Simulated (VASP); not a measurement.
Set up this calculation in VASP 6.6.1, as the native input.

- Task: single point
- Functional: r2SCAN
- Potentials or basis: VASP PAW PBE potentials, release 64 (Ba_sv, Zr_sv, O)
- Cutoff: 520 eV
- k mesh: 6 × 6 × 6
- Occupations: gaussian, width 0.01 eV
- Spin: no spin polarisation
- Dipole correction: no
- Further INCAR settings: ALGO = Normal; EDIFF = 1e-06; NBANDS = 28

Crystal: BaZrO3.

```xyz
5
Lattice="4.2054 0.0000 0.0000 0.0000 4.2054 0.0000 0.0000 0.0000 4.2054" Properties=species:S:1:pos:R:3 pbc="T T T"
Ba    0.0000    0.0000    0.0000
Zr    2.1027    2.1027    2.1027
O     0.0000    2.1027    2.1027
O     2.1027    0.0000    2.1027
O     2.1027    2.1027    0.0000
```

The input as run:

POSCAR

```
BaZrO3
1.0
    4.2053517899      0.0000000000      0.0000000000
    0.0000000000      4.2053517899      0.0000000000
    0.0000000000      0.0000000000      4.2053517899
Ba Zr O
1 1 3
Direct
    0.0000000000      0.0000000000      0.0000000000
    0.5000000000      0.5000000000      0.5000000000
    0.0000000000      0.5000000000      0.5000000000
    0.5000000000      0.0000000000      0.5000000000
    0.5000000000      0.5000000000      0.0000000000
```

INCAR.step1

```
SYSTEM = BaZrO3
ALGO     = Normal         ! electronic algorithm
EDIFF    = 1E-4           ! SCF threshold, eV
ENCUT    = 520            ! plane-wave cutoff, eV
GGA      = PE             ! functional
ISMEAR   = 0              ! smearing method
LASPH    = .True.         ! aspherical terms in the spheres
LCHARG   = .False.        ! write CHGCAR
LREAL    = .False.        ! projectors in reciprocal space
LWAVE    = .True.         ! write WAVECAR
NBANDS   = 28             ! bands
NELM     = 80             ! most SCF steps
PREC     = Accurate       ! precision mode
SIGMA    = 0.01           ! smearing width, eV
```

INCAR.step2

```
SYSTEM = BaZrO3
ALGO     = Normal         ! electronic algorithm
EDIFF    = 1E-6           ! SCF threshold, eV
ENCUT    = 520            ! plane-wave cutoff, eV
ISIF     = 2              ! what is computed and relaxed
ISMEAR   = 0              ! smearing method
ISTART   = 1            
LASPH    = .True.         ! aspherical terms in the spheres
LCHARG   = .False.        ! write CHGCAR
LMIXTAU  = .True.       
LREAL    = .False.        ! projectors in reciprocal space
LWAVE    = .False.        ! write WAVECAR
METAGGA  = R2SCAN         ! meta-GGA
NBANDS   = 28             ! bands
NELM     = 80             ! most SCF steps
PREC     = Accurate       ! precision mode
SIGMA    = 0.01           ! smearing width, eV
```

KPOINTS

```
k-points
0
Gamma
  6 6 6
  0 0 0
```

Potentials or basis: VASP PAW PBE potentials, release 64 (Ba_sv, Zr_sv, O).

Launch:

```sh
$ cat potpaw_PBE.64/Ba_sv/POTCAR potpaw_PBE.64/Zr_sv/POTCAR potpaw_PBE.64/O/POTCAR > POTCAR
$ cp INCAR.step1 INCAR
$ mpirun -np 1 vasp_std > vasp.out
$ cp INCAR.step2 INCAR
$ mpirun -np 1 vasp_std > vasp.out
```

It gave:

```json
{"Pressure": "1.0 GPa", "Band gap on the k mesh": "3.68 eV (least direct gap 3.93 eV)"}
```

Caveat: the PAW data sets were made with another functional, which shifts forces and pressure a little; spin-orbit coupling is left out, which moves the levels of the heavy elements.

Wall time 100 s on 1 thread of Intel Xeon 8259CL (shared host), peak memory 0.21 GiB.
